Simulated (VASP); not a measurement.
Runs of VASP 6.6.1 on Te3Pt2Se. The structure is that of space group R-3m (No. 166), or close to it. The cells are those of the table. 

```csv
task,spin,cell,k mesh,cutoff (eV),gap on the mesh (eV),pressure (GPa),moment (μB),relaxed volume (Å³/atom),largest force (eV/Å)
single point,off,"a = 5.819 Å, angles 81.8°, 6 atoms",3 × 3 × 3,520,-,-0.1,-,-,0.02
single point,off,"a = 5.809 Å, angles 79.3°, 6 atoms",6 × 6 × 6,520,none,-0.1,-,-,0.02
single point,"collinear, ferromagnetic start","a = 6.514 Å, angles 60.8°, 6 atoms",3 × 3 × 3,520,none,12.3,0.00,-,5.09
single point,off,"a = 6.514 Å, angles 60.8°, 6 atoms",3 × 3 × 3,520,none,12.3,-,-,5.09
relaxation of cell and atoms,off,"relaxed from a = 5.819 Å, angles 81.8°, 6 atoms",6 × 6 × 6,600,none,0.0,-,(a),-
single point,"collinear, ferromagnetic start","a = 5.819 Å, angles 81.8°, 6 atoms",3 × 3 × 3,520,-,-0.1,0.00,-,0.02
relaxation of cell and atoms,off,"relaxed from a = 6.514 Å, angles 60.8°, 6 atoms",3 × 3 × 3,600,none,-0.1,-,32.77,0.03
```

Alike in all rows: level PBE; potentials or basis VASP PAW PBE potentials, release 64 (Te, Pt, Se); smearing gaussian 0.1 eV.

Problem. Estimate the missing entries.

Solution. (a) 31.09.

Caveats: some runs use coarse meshes; spin-orbit coupling is left out, which moves the levels of the heavy elements; forces of over 1 eV/Å act on the atoms, so gaps and moduli don't describe the material at rest (some runs).

A k mesh can miss the band edges, and the runs leave out spin-orbit coupling on Pt, Se, Te.

A gap of «none» marks levels without a gap at the run's occupations.
